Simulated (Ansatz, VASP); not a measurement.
# One calculation of Ta, two programs

Contents of INCAR:

```
SYSTEM = Ta
ALGO = Normal ; EDIFF = 1E-7
ENCUT = 520 ; GGA = PS
ISIF = 2 ; ISMEAR = -1
LASPH = .True. ; LCHARG = .False.
LREAL = .False. ; LWAVE = .False.
NBANDS = 12 ; NELM = 80
PREC = Accurate ; SIGMA = 0.08
```

KPOINTS

```
k-points
0
Gamma
  17 17 17
  0 0 0
```

File POSCAR:

```
Ta
1.0
   -1.6512800000      1.6512800000      1.7008184000
    1.6512800000     -1.6512800000      1.7008184000
    1.6512800000      1.6512800000     -1.7008184000
Ta
1
Direct
    0.0000000000      0.0000000000      0.0000000000
```

Input for Ansatz:

```yaml
crystal:
  lattice:
    - [-1.65128, 1.65128, 1.7008184]
    - [1.65128, -1.65128, 1.7008184]
    - [1.65128, 1.65128, -1.7008184]
  atoms:
    - { symbol: Ta, position: [0.0, 0.0, 0.0] }
kpoints:
  mp_grid: { grid: [17, 17, 17] }
  band_path:
    path:
      - [0.0, 0.0, 0.0]
      - [0.0, 0.0, 0.5]
      - [0.25, 0.25, 0.25]
      - [0.0, 0.5, 0.0]
      - [0.0, 0.0, 0.0]
      - [0.5, 0.5, -0.5]
      - [0.4856489773, 0.5143510227, -0.4856489773]
      - [-0.4856489773, 0.4856489773, 0.4856489773]
      - [0.0, 0.0, 0.0]
    npoints: 5
scf:
  occupations: { method: fermi_dirac, width: 0.08 }
hamiltonian:
  xc: pbesol
  pseudopotentials: { kind: all_electron, lapw: { basis_error: 0.0005 } }
output:
  forces: true
  stress: true
  eigenvalues: true
```

Change from the starting cell: zz strain of +3 %.

Alike in both runs: task single point; functional PBEsol; k mesh 17 × 17 × 17; occupations fermi-dirac, width 0.08 eV; no spin polarisation.

|  | VASP | Ansatz |
| --- | --- | --- |
| version | VASP 6.6.1 | Ansatz 0.2.0 |
| potentials or method | VASP PAW PBE potentials, release 64 (Ta_pv), cutoff 520 eV | all-electron LAPW, scalar-relativistic |

|  | VASP | Ansatz | Ansatz less VASP |
| --- | --- | --- | --- |
| pressure (GPa) | -9.0 | -9.1 | -0.13 |
| traceless stress, the component that is largest in VASP (GPa) | -1.88 | -1.88 | -0.005 |

VASP's potentials were made for PBE, not for PBEsol. Ansatz ran all-electron here, and VASP with PAW potentials.

Spin-orbit coupling is off throughout.
